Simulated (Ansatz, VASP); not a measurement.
As in VASP and in Ansatz

```
CELL_PARAMETERS angstrom
1.89176 1.09221 3.37040
-1.89176 1.09221 3.37040
0.00000 -2.18442 3.37040
ATOMIC_POSITIONS crystal
As 0.23034 0.23034 0.23034
As 0.76966 0.76966 0.76966
```

Alike in both runs: functional PBE; dispersion D3(BJ); k mesh 15 × 15 × 15; occupations gaussian, width 0.1 eV; no spin polarisation.

Ansatz relaxed the structure, and its values are those at the end. VASP's run is a single point on that final structure, the one shown.

|  | VASP | Ansatz |
| --- | --- | --- |
| version | VASP 6.6.1 | Ansatz 0.2.0 |
| potentials or method | VASP PAW PBE potentials, release 64 (As), cutoff 520 eV | scalar-relativistic, plane waves, PAW |
| valence electrons in the cell | 10 | 30 |

|  | VASP | Ansatz | Ansatz less VASP |
| --- | --- | --- | --- |
| gap on the k mesh at the Fermi level (eV) | none | none | - |
| pressure (GPa) | 0.3 | 0.0 | -0.27 |
| rms of the force components (eV/Å) | 0.026 | 0.000 | -0.0257 |

A gap of «none» marks a metal or a gap that the smearing closes. VASP's potentials hold 10 valence electrons a cell and Ansatz's 30, so a difference there can come from the potentials and not from the codes.
